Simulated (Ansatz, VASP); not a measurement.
## Two plane-wave programs on InAsS4

```
CELL_PARAMETERS angstrom
3.72760 0.00000 0.00000
0.00000 3.72760 0.00000
0.00000 0.00000 10.08906
ATOMIC_POSITIONS crystal
In 0.00000 0.00000 0.00000
As 0.50000 0.50000 0.50000
S 0.00000 0.00000 0.60376
S 0.50000 0.50000 0.10899
S 0.50000 0.50000 0.89101
S 0.00000 0.00000 0.39624
```

Change from the starting cell: species swapped into the CeDyC4 type (P4/mmm, No. 123).

Alike in both runs: functional PBE; k mesh 4 × 4 × 4; occupations gaussian, width 0.1 eV; no spin polarisation.

Ansatz relaxed the structure, and its values are those at the end. VASP's run is a single point on that final structure, the one shown.

|  | VASP | Ansatz |
| --- | --- | --- |
| version | VASP 6.6.1 | Ansatz 0.2.0 |
| potentials or method | VASP PAW PBE potentials, release 64 (In_d, As, S), cutoff 520 eV | scalar-relativistic, plane waves, PAW |
| valence electrons in the cell | 42 | 52 |

```tsv
	VASP	Ansatz	Ansatz less VASP
gap on the k mesh at the Fermi level (eV)	none	none	-
pressure (GPa)	-0.3	-0.1	+0.24
rms of the force components (eV/Å)	0.057	0.014	-0.0433
```

A gap of «none» marks a metal or a gap that the smearing closes. VASP's potentials hold 42 valence electrons a cell and Ansatz's 52, so a difference there can come from the potentials and not from the codes.

The k mesh is coarse, so the values compare programs but aren't converged.
